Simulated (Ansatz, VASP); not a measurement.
**BN: VASP beside Ansatz**

```
B N
1.0
     2.51575    0.00000    0.00000
    -1.25788    2.17870    0.00000
     0.00000    0.00000    4.23121
B N
2 2
Direct
  0.33333 0.66667 0.99989
  0.66667 0.33333 0.49989
  0.33333 0.66667 0.37411
  0.66667 0.33333 0.87411
```

Change from the starting cell: strained cell.

Alike in both runs: functional PBE; k mesh 9 × 9 × 6; occupations gaussian, width 0.02 eV; no spin polarisation.

Ansatz relaxed the structure, and its values are those at the end. VASP's run is a single point on that final structure, the one shown.

|  | VASP | Ansatz |
| --- | --- | --- |
| version | VASP 6.6.1 | Ansatz 0.2.0 |
| potentials or method | VASP PAW PBE potentials, release 64 (B, N), cutoff 520 eV | scalar-relativistic, plane waves, PAW |
| valence electrons in the cell | 16 | 16 |

```csv
,VASP,Ansatz,Ansatz less VASP
gap on the k mesh at the Fermi level (eV),5.08,5.09,+0.011
least direct gap on the mesh (eV),8.17,8.17,-0.001
pressure (GPa),11.8,11.2,-0.56
rms of the force components (eV/Å),0.005,0.000,-0.0047
```

The functional is the same, so the differences come from potentials, cutoffs and numerics. Ansatz's warnings: stress scf threshold loose.
